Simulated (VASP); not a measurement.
# BaHfO3 in VASP: notebook

BaHfO3 is run at these levels: PBE, r2SCAN; tasks: single point.

Program: VASP 6.6.1. These are calculated values, not measurements. Logs are shortened: lines on timing, memory, paths and dates and some standing lists are left out, and cuts for length are marked.

## Step 1: The cell of the first run

Symmetry: Pm-3m, No. 221, cubic system. Conventional cell: a = 4.177 Å, b = 4.177 Å, c = 4.177 Å, α = 90.00°, β = 90.00°, γ = 90.00°. Within 3.9 Å of Ba (site symmetry m-3m) lie 12 O at 2.95 Å and 8 Hf at 3.62 Å. Hf (site symmetry m-3m) has 6 O at 2.09 Å within 2.8 Å. O (site symmetry 4/mmm) has 2 Hf at 2.09 Å within 2.8 Å.

## Step 2: Single point, PBE

File INCAR:

```
PREC = Accurate
ENCUT = 520
EDIFF = 1E-6
ISMEAR = -1
SIGMA = 0.02
LREAL = F
LASPH = T
NELM = 100
ALGO = Normal
ISIF = 2
LWAVE = F
LCHARG = F
GGA = PE
NBANDS = 27
```

File KPOINTS:

```
Automatic mesh
0
Gamma
  6 6 6
```

File POSCAR:

```
BaHfO3
1.0
    4.1770517715      0.0000000000      0.0000000000
    0.0000000000      4.1770517715      0.0000000000
    0.0000000000      0.0000000000      4.1770487576
Ba Hf O
1 1 3
Direct
    0.5000000000      0.5000000000      0.9979971679
    0.0000000000      0.0000000000      0.4979944650
    0.0000000000      0.5000000000      0.4980131177
    0.5000000000      0.0000000000      0.4980131177
    0.0000000000      0.0000000000      0.9980039217
```

Potentials or basis: VASP PAW PBE potentials, release 64 (Ba_sv, Hf_pv, O).

Run with:

```
$ cat potpaw_PBE.64/Ba_sv/POTCAR potpaw_PBE.64/Hf_pv/POTCAR potpaw_PBE.64/O/POTCAR > POTCAR
$ mpirun -np 1 vasp_std > vasp.out
```

OUTCAR:

```text
PREC = Accurate
   ENCUT = 520
   EDIFF = 1E-6
   ISMEAR = -1
   LREAL = F
   LASPH = T
   NELM = 100
   ISIF = 2
   GGA = PE

 ion  position               nearest neighbor table
   1  0.500  0.500  0.998-   3 2.95   4 2.95   4 2.95   3 2.95   5 2.95   5 2.95   5 2.95   5 2.95
                             3 2.95   4 2.95   4 2.95   3 2.95   2 3.62   2 3.62   2 3.62   2 3.62
   2  0.000  0.000  0.498-   5 2.09   4 2.09   3 2.09   3 2.09   4 2.09   5 2.09   1 3.62   1 3.62
                             1 3.62   1 3.62   1 3.62   1 3.62   1 3.62   1 3.62
   3  0.000  0.500  0.498-   2 2.09   2 2.09   1 2.95   1 2.95   1 2.95   1 2.95
   4  0.500  0.000  0.498-   2 2.09   2 2.09   1 2.95   1 2.95   1 2.95   1 2.95
   5  0.000  0.000  0.998-   2 2.09   2 2.09   1 2.95   1 2.95   1 2.95   1 2.95

  LATTYP: Found a simple cubic cell.
 ALAT       =     4.1770517715

  Lattice vectors:

 A1 = (   4.1770517715,   0.0000000000,   0.0000000000)
 A2 = (   0.0000000000,   4.1770517715,   0.0000000000)
 A3 = (   0.0000000000,   0.0000000000,   4.1770487576)

Analysis of symmetry for initial positions (statically):
=====================================================================
 Subroutine PRICEL returns:
 Original cell was already a primitive cell.

 Routine SETGRP: Setting up the symmetry group for a
 simple cubic supercell.

 Subroutine GETGRP returns: Found  8 space group operations
 (whereof  8 operations were pure point group operations)
 out of a pool of 48 trial point group operations.

The static configuration has the point symmetry C_4v.

Analysis of symmetry for dynamics (positions and initial velocities):
=====================================================================
 Subroutine PRICEL returns:
 Original cell was already a primitive cell.

 Routine SETGRP: Setting up the symmetry group for a
 simple cubic supercell.

 Subroutine GETGRP returns: Found  8 space group operations
 (whereof  8 operations were pure point group operations)
 out of a pool of 48 trial point group operations.

The dynamic configuration has the point symmetry C_4v.

 Subroutine INISYM returns: Found  8 space group operations
 (whereof  8 operations are pure point group operations),
 and found     1 'primitive' translations

----------------------------------------------------------------------------------------

                                     Primitive cell

  volume of cell :      72.8802

  direct lattice vectors                    reciprocal lattice vectors
     4.177051772  0.000000000  0.000000000     0.239403305  0.000000000  0.000000000
     0.000000000  4.177051772  0.000000000     0.000000000  0.239403305  0.000000000
     0.000000000  0.000000000  4.177048758     0.000000000  0.000000000  0.239403478

  length of vectors
     4.177051772  4.177051772  4.177048758     0.239403305  0.239403305  0.239403478

  position of ions in fractional coordinates (direct lattice)
     0.500000000  0.500000000  0.997997168
     0.000000000  0.000000000  0.497994465
     0.000000000  0.500000000  0.498013118
     0.500000000  0.000000000  0.498013118
     0.000000000  0.000000000  0.998003922

  ion indices of the primitive-cell ions
   primitive index   ion index
                 1           1
                 2           2
                 3           3
                 4           4
                 5           5

----------------------------------------------------------------------------------------

 KPOINTS: Automatic mesh

Automatic generation of k-mesh.
 Grid dimensions read from file:
 generate k-points for:    6    6    6

 Generating k-lattice:

  Cartesian coordinates                     Fractional coordinates (reciprocal lattice)
     0.039900551  0.000000000  0.000000000     0.166666667  0.000000000  0.000000000
     0.000000000  0.039900551  0.000000000     0.000000000  0.166666667  0.000000000
     0.000000000  0.000000000  0.039900580     0.000000000  0.000000000  0.166666667

  Length of vectors
     0.039900551  0.039900551  0.039900580

  Shift w.r.t. Gamma in fractional coordinates (k-lattice)
     0.000000000  0.000000000  0.000000000

 Subroutine IBZKPT returns following result:
 ===========================================

 Found     40 irreducible k-points:

 Following reciprocal coordinates:
            Coordinates               Weight
  0.000000  0.000000  0.000000      1.000000
  0.166667  0.000000  0.000000      4.000000
  0.000000  0.000000  0.166667      2.000000
  0.333333  0.000000  0.000000      4.000000
  0.000000  0.000000  0.333333      2.000000
  0.500000  0.000000  0.000000      2.000000
[... 16 lines left out ...]
  0.166667  0.166667  0.166667      8.000000
  0.333333  0.166667  0.166667     16.000000
 [... further k-points ...]
   k-points           NKPTS =     40   k-points in BZ     NKDIM =     40   number of bands    NBANDS=     27
   number of dos      NEDOS =    301   number of ions     NIONS =      5
   total plane-waves  NPLWV =  32768
   dimension x,y,z NGX =    32 NGY =   32 NGZ =   32
   dimension x,y,z NGXF=    64 NGYF=   64 NGZF=   64
   ions per type =               1   1   3
   NGX,Y,Z   is equivalent  to a cutoff of  12.74, 12.74, 12.74 a.u.
   NGXF,Y,Z  is equivalent  to a cutoff of  25.47, 25.47, 25.47 a.u.
 SYSTEM =  unknown system
   PREC   = accura    normal or accurate (medium, high low for compatibility)
   ISTART =      0    job   : 0-new  1-cont  2-samecut
   ICHARG =      2    charge: 1-file 2-atom 10-const
   ISPIN  =      1    spin polarized calculation?
   LNONCOLLINEAR =      F non collinear calculations
   LSORBIT =      F    spin-orbit coupling
   LASPH  =      T    aspherical Exc in radial PAW
   ENCUT  =  520.0 eV  38.22 Ry    6.18 a.u.   7.77  7.77  7.77*2*pi/ulx,y,z
   NELM   =    100;   NELMIN=  2; NELMDL= -5     # of ELM steps
   EDIFF  = 0.1E-05   stopping-criterion for ELM
   LREAL  =      F    real-space projection
   EDIFFG = 0.1E-04   stopping-criterion for IOM
   NSW    =      0    number of steps for IOM
   IBRION =     -1    ionic relax: 0-MD 1-quasi-New 2-CG
   NFREE  =      0    steps in history (QN), initial steepest desc. (CG)
   ISIF   =      2    stress and relaxation
   ISYM   =      2    0-nonsym 1-usesym 2-fastsym
   POTIM  = 0.5000    time-step for ionic-motion
   TEBEG  =    0.0;   TEEND  =   0.0 temperature during run
   PSTRESS=    0.0 pullay stress
   NELECT =      38.0000    total number of electrons
   NUPDOWN=      -1.0000    fix difference up-down
   EMIN   =  10.00;   EMAX   =-10.00  energy-range for DOS
   EFERMI =   0.00;   METHOD = LEGACY
   ISMEAR =    -1;   SIGMA  =   0.02  broadening in eV -4-tet -1-fermi 0-gaus
   EFERMI_NEDOS =   21; number of points for ismear=-14 and -15
   IALGO  =     38    algorithm
   IMIX   =      4    mixing-type and parameters
     AMIX     =   0.40;   BMIX     =  1.00
     AMIX_MAG =   1.60;   BMIX_MAG =  1.00
  volume/ion in A,a.u.               =      14.58        98.36
  Fermi-wavevector in a.u.,A,eV,Ry     =   1.317649  2.489995 23.622406  1.736198
  Thomas-Fermi vector in A             =   2.447675
   LORBIT       =      0    0 simple, 1 ext, 2 COOP (PROOUT), +10 PAW based schemes
   GGA     = PE    functional components
   LHFCALC =     F    Hartree Fock is set to
   AEXX    =    0.0000 exact exchange contribution
   IVDW    =     0    specifies the selected vdW correction
   LEPSILON=     F    determine dielectric tensor
   LRPA    =     F    only Hartree local field effects (RPA)
 non-spin polarized calculation
  energy-cutoff  :      520.00
  volume of cell :       72.88
 maximum number of plane-waves:      1984
 NGX is ok and might be reduce to    32
   NGX = 15   NGY = 15   NGZ = 15

 number of electron      38.0000004 magnetization

 Free energy of the ion-electron system (eV)
  ---------------------------------------------------
  ext. energy  EPLUGINS =         0.00000000
  ---------------------------------------------------
  free energy    TOTEN  =       -43.54599145 eV

  energy without entropy =      -43.54599145  energy(sigma->0) =      -43.54599145

 E-fermi :   2.9699     XC(G=0): -10.8234

 val. band max:        2.4403196117   @ k =   0.5000   0.5000   0.5000
 cond. band min:       6.0167791662   @ k =   0.0000   0.0000   0.0000
 fundamental gap:      3.5764595545
 Fermi energy:         2.9699354464

 k-point     1 :       0.0000    0.0000    0.0000
  band No.  band energies     occupation
      1     -26.3560      2.00000
      2     -26.3560      2.00000
      3     -26.3560      2.00000
      4     -22.8204      2.00000
      5     -14.2319      2.00000
      6     -13.6957      2.00000
[... 19 lines left out ...]
     26      10.9231      0.00000
     27      10.9238      0.00000

 k-point     2 :       0.1667    0.0000    0.0000
  band No.  band energies     occupation
      1     -26.3896      2.00000
      2     -26.3550      2.00000
      3     -26.3550      2.00000
      4     -22.8021      2.00000
      5     -14.2163      2.00000
      6     -13.6897      2.00000
[... 19 lines left out ...]
     26      10.8779      0.00000
     27      10.9242      0.00000

 k-point     3 :       0.0000    0.0000    0.1667
  band No.  band energies     occupation
      1     -26.3896      2.00000
      2     -26.3550      2.00000
      3     -26.3550      2.00000
      4     -22.8021      2.00000
      5     -14.2162      2.00000
      6     -13.6897      2.00000
[... 19 lines left out ...]
     26      10.8779      0.00000
     27      11.1036      0.00000

 k-point     4 :       0.3333    0.0000    0.0000
  band No.  band energies     occupation
      1     -26.4552      2.00000
      2     -26.3529      2.00000
      3     -26.3529      2.00000
      4     -22.7657      2.00000
      5     -14.2818      2.00000
      6     -13.6775      2.00000
[... 19 lines left out ...]
     26      10.2143      0.00000
     27      10.9159      0.00000
[... 516 lines left out ...]
      4     -22.7174      2.00000
      5     -13.9174      2.00000
      6     -13.1092      2.00000
[... 19 lines left out ...]
     26      11.9142      0.00000
     27      11.9406      0.00000

 k-point    23 :       0.1667    0.1667    0.1667
  band No.  band energies     occupation
      1     -26.3890      2.00000
      2     -26.3857      2.00000
      3     -26.3857      2.00000
      4     -22.7729      2.00000
      5     -14.0582      2.00000
      6     -13.5445      2.00000
[... 19 lines left out ...]
     26      11.1262      0.00000
     27      11.3296      0.00000

 k-point    24 :       0.3333    0.1667    0.1667
  band No.  band energies     occupation
      1     -26.4511      2.00000
      2     -26.3848      2.00000
      3     -26.3835      2.00000
      4     -22.7457      2.00000
      5     -14.0125      2.00000
      6     -13.5225      2.00000
[... 19 lines left out ...]
     26      10.9043      0.00000
     27      11.0645      0.00000

 [... further k-points ...]
[... 5 lines left out ...]
  --------------------------------------------------------------------------------------
  -------------------------------------------------------------------------------------
  Total        1.2969369      1.2969369      1.2972825      0.0000000      0.0000000     -0.0000000
  in kB       28.5115061     28.5115061     28.5191035      0.0000000      0.0000000     -0.0000000
  external PRESSURE =      28.5140386 kB  Pullay stress =       0.0000000 kB

 VOLUME and BASIS-vectors are now :
 -----------------------------------------------------------------------------
  energy-cutoff  :      520.00
  volume of cell :       72.88
      direct lattice vectors                 reciprocal lattice vectors
     4.177051772  0.000000000  0.000000000     0.239403305  0.000000000  0.000000000
     0.000000000  4.177051772  0.000000000     0.000000000  0.239403305  0.000000000
     0.000000000  0.000000000  4.177048758     0.000000000  0.000000000  0.239403478

 POSITION                                       TOTAL-FORCE (eV/Angst)
 -----------------------------------------------------------------------------------
      2.08853      2.08853      4.16868         0.000000      0.000000      0.000029
      0.00000      0.00000      2.08015         0.000000     -0.000000      0.000322
      0.00000      2.08853      2.08023        -0.000000     -0.000000     -0.000199
      2.08853      0.00000      2.08023        -0.000000     -0.000000     -0.000199
      0.00000      0.00000      4.16871         0.000000     -0.000000      0.000047
 -----------------------------------------------------------------------------------
    total drift:                                0.000000     -0.000000     -0.000017

  FREE ENERGIE OF THE ION-ELECTRON SYSTEM (eV)
  ---------------------------------------------------
  free  energy   TOTEN  =       -43.5459914516 eV

  energy  without entropy=      -43.5459914516  energy(sigma->0) =      -43.54599145
```

Wall time 33 s (1 thread of AMD EPYC 9R45 (Zen 5), shared host); peak memory 0.2 GiB.

What came out:

```yaml
Free_energy: -43.5460 eV
Pressure: 2.9 GPa
Band_gap_on_the_k_mesh: 3.58 eV, indirect (least direct gap 3.80 eV)
```

Caveat: spin-orbit coupling is left out, which moves the levels of the heavy elements. A k mesh can miss the band edges.

[end of part 1 of 2]
